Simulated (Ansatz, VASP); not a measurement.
Cr: VASP beside Ansatz

```xyz
1
Lattice="-1.3942 1.3942 1.3942 1.3942 -1.3942 1.3942 1.3942 1.3942 -1.3942" Properties=species:S:1:pos:R:3 pbc="T T T"
Cr    0.0000    0.0000    0.0000
```

Alike in both runs: task single point; functional LDA; k mesh 16 × 16 × 16; occupations gaussian, width 0.6 eV; no spin polarisation.

```csv
,VASP,Ansatz
version,VASP 6.6.1,Ansatz 0.2.0
potentials or method,"VASP PAW LDA potentials, release 64 (Cr_pv), cutoff 500 eV","plane waves (420 eV) with PAW, scalar-relativistic"
valence electrons in the cell,12,14
```

```csv
,VASP,Ansatz,Ansatz less VASP
pressure (GPa),1.0,0.9,-0.02
```

Ansatz warns that its potentials were made for another functional, while VASP's fit it. LDA's correlation is that of Perdew and Zunger in VASP and of Perdew and Wang (1992) in Ansatz. VASP's potentials hold 12 valence electrons a cell and Ansatz's 14, so a difference there can come from the potentials and not from the codes.
